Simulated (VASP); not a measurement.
# PtSe (zincblende type) (F-43m) in VASP: a series of runs

The runs below take PtSe (zincblende type) through density of states, with PBEsol.

All numbers are computed with VASP 6.6.1; they aren't measurements. Logs are shortened: lines on timing, memory, paths and dates and some standing lists are left out, and cuts for length are marked.

## (1) The cell of the first run

It takes space group F-43m (No. 216, cubic). The conventional cell has a = 4.937 Å, b = 4.937 Å, c = 4.937 Å, α = 90.00°, β = 90.00°, γ = 90.00°. Pt (site symmetry -43m) has 4 Se at 2.14 Å within 2.8 Å. Se (site symmetry -43m) has 4 Pt at 2.14 Å within 2.8 Å.

## (2) Density of states, PBEsol (volume scaled by 0.68)

Input file POSCAR:

```
PtSe
1.0
    0.0000000000      2.4684015290      2.4684015290
    2.4684015290      0.0000000000      2.4684015290
    2.4684015290      2.4684015290      0.0000000000
Pt Se
1 1
Direct
    0.0000000000      0.0000000000      0.0000000000
    0.2500000000      0.2500000000      0.2500000000
```

Input file INCAR.step1:

```
SYSTEM = PtSe
PREC     = Accurate       ! precision mode
ENCUT    = 520            ! plane-wave cutoff, eV
EDIFF    = 1E-6           ! SCF threshold, eV
ISMEAR   = -1             ! smearing method
SIGMA    = 0.1            ! smearing width, eV
LREAL    = .FALSE.        ! projectors in reciprocal space
LASPH    = .TRUE.         ! aspherical terms in the spheres
NELM     = 80             ! most SCF steps
ALGO     = Normal         ! electronic algorithm
ISIF     = 2              ! what is computed and relaxed
LWAVE    = .FALSE.        ! write WAVECAR
LCHARG   = .TRUE.         ! write CHGCAR
LMAXMIX  = 4              ! l up to which the mixer works
GGA      = PS             ! functional
NBANDS   = 15             ! bands
```

Input file KPOINTS.step1:

```
Automatic mesh
0
G
  13 13 13
  0 0 0
```

Input file INCAR.step2:

```
SYSTEM = PtSe
PREC     = Accurate       ! precision mode
ENCUT    = 520            ! plane-wave cutoff, eV
EDIFF    = 1E-6           ! SCF threshold, eV
ISMEAR   = -5             ! smearing method
SIGMA    = 0.1            ! smearing width, eV
LREAL    = .FALSE.        ! projectors in reciprocal space
LASPH    = .TRUE.         ! aspherical terms in the spheres
NELM     = 80             ! most SCF steps
ALGO     = Normal         ! electronic algorithm
ISIF     = 2              ! what is computed and relaxed
LWAVE    = .FALSE.        ! write WAVECAR
LCHARG   = .FALSE.        ! write CHGCAR
LMAXMIX  = 4              ! l up to which the mixer works
GGA      = PS             ! functional
LORBIT   = 11             ! projections on sites
NEDOS    = 1001           ! points of the DOS
ICHARG   = 11             ! starting density
```

Input file KPOINTS.step2:

```
Automatic mesh
0
G
  20 20 20
  0 0 0
```

Potentials or basis: VASP PAW PBE potentials, release 64 (Pt, Se).

Launch:

```sh
$ cat potpaw_PBE.64/Pt/POTCAR potpaw_PBE.64/Se/POTCAR > POTCAR
$ cp INCAR.step1 INCAR
$ cp KPOINTS.step1 KPOINTS
$ mpirun -np 1 vasp_std > vasp.out
$ cp INCAR.step2 INCAR
$ cp KPOINTS.step2 KPOINTS
$ mpirun -np 1 vasp_std > vasp.out
```

OUTCAR:

```text
SYSTEM = PtSe
   PREC = Accurate
   ENCUT = 520
   EDIFF = 1E-6
   ISMEAR = -5
   LREAL = .FALSE.
   LASPH = .TRUE.
   NELM = 80
   ISIF = 2
   GGA = PS
   LORBIT = 11
   ICHARG = 11

 ion  position               nearest neighbor table
   1  0.000  0.000  0.000-   2 2.14   2 2.14   2 2.14   2 2.14
   2  0.250  0.250  0.250-   1 2.14   1 2.14   1 2.14   1 2.14

  LATTYP: Found a face centered cubic cell.
 ALAT       =     4.9368030580

  Lattice vectors:

 A1 = (   0.0000000000,   2.4684015290,   2.4684015290)
 A2 = (   2.4684015290,   0.0000000000,   2.4684015290)
 A3 = (   2.4684015290,   2.4684015290,   0.0000000000)

Analysis of symmetry for initial positions (statically):
=====================================================================
 Subroutine PRICEL returns:
 Original cell was already a primitive cell.

 Routine SETGRP: Setting up the symmetry group for a
 face centered cubic supercell.

 Subroutine GETGRP returns: Found 24 space group operations
 (whereof 24 operations were pure point group operations)
 out of a pool of 48 trial point group operations.

The static configuration has the point symmetry T_d .

Analysis of symmetry for dynamics (positions and initial velocities):
=====================================================================
 Subroutine PRICEL returns:
 Original cell was already a primitive cell.

 Routine SETGRP: Setting up the symmetry group for a
 face centered cubic supercell.

 Subroutine GETGRP returns: Found 24 space group operations
 (whereof 24 operations were pure point group operations)
 out of a pool of 48 trial point group operations.

The dynamic configuration has the point symmetry T_d .

 Subroutine INISYM returns: Found 24 space group operations
 (whereof 24 operations are pure point group operations),
 and found     1 'primitive' translations

----------------------------------------------------------------------------------------

                                     Primitive cell

  volume of cell :      30.0800

  direct lattice vectors                    reciprocal lattice vectors
     0.000000000  2.468401529  2.468401529    -0.202560238  0.202560238  0.202560238
     2.468401529  0.000000000  2.468401529     0.202560238 -0.202560238  0.202560238
     2.468401529  2.468401529  0.000000000     0.202560238  0.202560238 -0.202560238

  length of vectors
     3.490846920  3.490846920  3.490846920     0.350844623  0.350844623  0.350844623

  position of ions in fractional coordinates (direct lattice)
     0.000000000  0.000000000  0.000000000
     0.250000000  0.250000000  0.250000000

  ion indices of the primitive-cell ions
   primitive index   ion index
                 1           1
                 2           2

----------------------------------------------------------------------------------------

 KPOINTS: Automatic mesh

Automatic generation of k-mesh.
 Grid dimensions read from file:
 generate k-points for:   20   20   20

 Generating k-lattice:

  Cartesian coordinates                     Fractional coordinates (reciprocal lattice)
    -0.010128012  0.010128012  0.010128012     0.050000000  0.000000000  0.000000000
     0.010128012 -0.010128012  0.010128012     0.000000000  0.050000000  0.000000000
     0.010128012  0.010128012 -0.010128012     0.000000000  0.000000000  0.050000000

  Length of vectors
     0.017542231  0.017542231  0.017542231

  Shift w.r.t. Gamma in fractional coordinates (k-lattice)
     0.000000000  0.000000000  0.000000000

 TETIRR: Found   1093 inequivalent tetrahedra from    48000

 Subroutine IBZKPT returns following result:
 ===========================================

 Found    256 irreducible k-points:

 Following reciprocal coordinates:
            Coordinates               Weight
  0.000000  0.000000  0.000000      1.000000
  0.050000  0.000000  0.000000      8.000000
  0.100000  0.000000  0.000000      8.000000
  0.150000  0.000000  0.000000      8.000000
  0.200000  0.000000  0.000000      8.000000
  0.250000  0.000000  0.000000      8.000000
[... 16 lines left out ...]
 -0.400000  0.050000  0.000000     24.000000
 -0.350000  0.050000  0.000000     24.000000
 [... further k-points ...]
   k-points           NKPTS =    256   k-points in BZ     NKDIM =    256   number of bands    NBANDS=     12
   number of dos      NEDOS =   1001   number of ions     NIONS =      2
   total plane-waves  NPLWV =  21952
   dimension x,y,z NGX =    28 NGY =   28 NGZ =   28
   dimension x,y,z NGXF=    56 NGYF=   56 NGZF=   56
   ions per type =               1   1
   NGX,Y,Z   is equivalent  to a cutoff of  13.33, 13.33, 13.33 a.u.
   NGXF,Y,Z  is equivalent  to a cutoff of  26.67, 26.67, 26.67 a.u.
 SYSTEM =  PtSe
   PREC   = accura    normal or accurate (medium, high low for compatibility)
   ISTART =      0    job   : 0-new  1-cont  2-samecut
   ICHARG =     11    charge: 1-file 2-atom 10-const
   ISPIN  =      1    spin polarized calculation?
   LNONCOLLINEAR =      F non collinear calculations
   LSORBIT =      F    spin-orbit coupling
   LASPH  =      T    aspherical Exc in radial PAW
   ENCUT  =  520.0 eV  38.22 Ry    6.18 a.u.   6.49  6.49  6.49*2*pi/ulx,y,z
   NELM   =     80;   NELMIN=  2; NELMDL=  0     # of ELM steps
   EDIFF  = 0.1E-05   stopping-criterion for ELM
   LREAL  =      F    real-space projection
   EDIFFG = 0.1E-04   stopping-criterion for IOM
   NSW    =      0    number of steps for IOM
   IBRION =     -1    ionic relax: 0-MD 1-quasi-New 2-CG
   NFREE  =      0    steps in history (QN), initial steepest desc. (CG)
   ISIF   =      2    stress and relaxation
   ISYM   =      2    0-nonsym 1-usesym 2-fastsym
   POTIM  = 0.5000    time-step for ionic-motion
   TEBEG  =    0.0;   TEEND  =   0.0 temperature during run
   PSTRESS=    0.0 pullay stress
   NELECT =      16.0000    total number of electrons
   NUPDOWN=      -1.0000    fix difference up-down
   EMIN   =  10.00;   EMAX   =-10.00  energy-range for DOS
   EFERMI =   0.00;   METHOD = LEGACY
   ISMEAR =    -5;   SIGMA  =   0.10  broadening in eV -4-tet -1-fermi 0-gaus
   EFERMI_NEDOS =   21; number of points for ismear=-14 and -15
   IALGO  =     38    algorithm
   IMIX   =      4    mixing-type and parameters
     AMIX     =   0.40;   BMIX     =  1.00
     AMIX_MAG =   1.60;   BMIX_MAG =  1.00
  volume/ion in A,a.u.               =      15.04       101.49
  Fermi-wavevector in a.u.,A,eV,Ry     =   1.326444  2.506616 23.938832  1.759454
  Thomas-Fermi vector in A             =   2.455831
   LORBIT       =     11    0 simple, 1 ext, 2 COOP (PROOUT), +10 PAW based schemes
   GGA     = PS    functional components
   LHFCALC =     F    Hartree Fock is set to
   AEXX    =    0.0000 exact exchange contribution
   IVDW    =     0    specifies the selected vdW correction
   LEPSILON=     F    determine dielectric tensor
   LRPA    =     F    only Hartree local field effects (RPA)
 non-spin polarized calculation
 Fermi weights with tetrahedron method with Bloechl corrections
  energy-cutoff  :      520.00
  volume of cell :       30.08
 maximum number of plane-waves:       869
 NGX is ok and might be reduce to    28

 number of electron      15.9999999 magnetization

 Free energy of the ion-electron system (eV)
  ---------------------------------------------------
  ext. energy  EPLUGINS =         0.00000000
  ---------------------------------------------------
  free energy    TOTEN  =        -7.20827309 eV

  energy without entropy =       -7.20827309  energy(sigma->0) =       -7.20827309

 E-fermi :  11.3800     XC(G=0): -12.4612

 val. band max:       11.4324068406   @ k =   0.3000   0.2000   0.1000
 cond. band min:      11.3641277243   @ k =  -0.4500   0.2000   0.0000
 fundamental gap:     -0.0682791163
 Fermi energy:        11.3799922932

 k-point     1 :       0.0000    0.0000    0.0000
  band No.  band energies     occupation
      1      -7.1802      2.00000
      2       2.2173      2.00000
      3       2.2173      2.00000
      4       2.2173      2.00000
      5       6.0274      2.00000
      6       6.0274      2.00000
      7      12.9094      0.00000
      8      15.3505      0.00000
      9      15.3505      0.00000
     10      15.3505      0.00000
     11      18.7167      0.00000
     12      18.7167      0.00000

 k-point     2 :       0.0500    0.0000    0.0000
  band No.  band energies     occupation
      1      -7.1460      2.00000
      2       2.1883      2.00000
      3       2.2363      2.00000
      4       2.2363      2.00000
      5       6.0167      2.00000
      6       6.0167      2.00000
      7      12.9683      0.00000
      8      15.1437      0.00000
      9      15.3049      0.00000
     10      15.3049      0.00000
     11      18.5685      0.00000
     12      18.7513      0.00000

 k-point     3 :       0.1000    0.0000    0.0000
  band No.  band energies     occupation
      1      -7.0455      2.00000
      2       2.1093      2.00000
      3       2.2905      2.00000
      4       2.2905      2.00000
      5       5.9899      2.00000
      6       5.9899      2.00000
      7      13.0459      0.00000
      8      14.6561      0.00000
      9      15.1573      0.00000
     10      15.1573      0.00000
     11      18.2497      0.00000
     12      18.8623      0.00000
[... 286 lines left out ...]
 k-point    23 :      -0.4000    0.0500    0.0000
  band No.  band energies     occupation
      1      -5.7063      2.00000
      2       1.9379      2.00000
      3       2.7622      2.00000
      4       2.7963      2.00000
      5       6.2238      2.00000
      6       6.3989      2.00000
      7       7.4820      2.00000
      8      12.0798      0.00000
      9      12.5412      0.00000
     10      14.7875      0.00000
     11      20.1576      0.00000
     12      20.4768      0.00000

 k-point    24 :      -0.3500    0.0500    0.0000
  band No.  band energies     occupation
      1      -5.8735      2.00000
      2       1.8427      2.00000
      3       2.7380      2.00000
      4       2.7557      2.00000
      5       6.0712      2.00000
      6       6.3116      2.00000
      7       8.2203      2.00000
      8      12.3736      0.00000
      9      13.0221      0.00000
     10      14.8973      0.00000
     11      19.6944      0.00000
     12      20.3056      0.00000

 [... further k-points ...]

------------------------ aborting loop because EDIFF is reached ----------------------------------------

  FORCE on cell =-STRESS in cart. coord.  units (eV):
  Direction    XX          YY          ZZ          XY          YZ          ZX
  --------------------------------------------------------------------------------------
  -------------------------------------------------------------------------------------
  Total       21.5016845     21.5016845     21.5016845      0.0000000      0.0000000      0.0000000
  in kB     1145.2641099   1145.2641099   1145.2641099      0.0000000      0.0000000      0.0000000
  external PRESSURE =    1145.2641099 kB  Pullay stress =       0.0000000 kB

 VOLUME and BASIS-vectors are now :
 -----------------------------------------------------------------------------
  energy-cutoff  :      520.00
  volume of cell :       30.08
      direct lattice vectors                 reciprocal lattice vectors
     0.000000000  2.468401529  2.468401529    -0.202560238  0.202560238  0.202560238
     2.468401529  0.000000000  2.468401529     0.202560238 -0.202560238  0.202560238
     2.468401529  2.468401529  0.000000000     0.202560238  0.202560238 -0.202560238

 POSITION                                       TOTAL-FORCE (eV/Angst)
 -----------------------------------------------------------------------------------
      0.00000      0.00000      0.00000        -0.000000     -0.000000     -0.000000
      1.23420      1.23420      1.23420         0.000000      0.000000      0.000000
 -----------------------------------------------------------------------------------
    total drift:                               -0.000000     -0.000000     -0.000000

  FREE ENERGIE OF THE ION-ELECTRON SYSTEM (eV)
  ---------------------------------------------------
  free  energy   TOTEN  =        -7.2082730935 eV

  energy  without entropy=       -7.2082730935  energy(sigma->0) =       -7.20827309

 total charge

# of ion       s       p       d       tot
------------------------------------------
    1        0.913   1.105   8.606  10.624
    2        1.450   2.564   0.351   4.365
--------------------------------------------------
tot          2.363   3.668   8.957  14.988
```

Wall time 44 s (1 thread of Intel Xeon 6975P-C (Granite Rapids), shared host); peak memory 0.24 GiB.

Results:

* Valence electrons inside the program's atomic spheres: Pt 10.62; Se 4.37

Caveat: the PAW data sets were made with another functional, which shifts forces and pressure a little; spin-orbit coupling is left out, which moves the levels of the heavy elements; tetrahedron occupations give inexact forces and stress in metals.

[end of part 1 of 2]
